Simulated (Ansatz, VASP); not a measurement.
# Two plane-wave programs on MgO

```xyz
2
Lattice="0.0000 2.1022 2.1022 2.1022 0.0000 2.1022 2.1022 2.1022 0.0000" Properties=species:S:1:pos:R:3 pbc="T T T"
Mg    0.0000    0.0000    0.0000
O     2.1022    2.1022    2.1022
```

Alike in both runs: functional r2SCAN; k mesh 10 × 10 × 10; occupations gaussian, width 0.02 eV; no spin polarisation.

Ansatz relaxed the structure, and its values are those at the end. VASP's run is a single point on that final structure, the one shown.

|  | VASP | Ansatz |
| --- | --- | --- |
| version | VASP 6.6.1 | Ansatz 0.2.0 |
| potentials or method | VASP PAW PBE potentials, release 64 (Mg_sv, O), cutoff 750 eV | scalar-relativistic, plane waves, PAW |
| valence electrons in the cell | 16 | 16 |

|  | VASP | Ansatz | Ansatz less VASP |
| --- | --- | --- | --- |
| gap on the k mesh at the Fermi level (eV) | 5.70 | 5.68 | -0.019 |
| least direct gap on the mesh (eV) | 5.70 | 5.68 | -0.019 |
| pressure (GPa) | 0.0 | 0.0 | +0.03 |

VASP's potentials were made for PBE, not for r2SCAN.
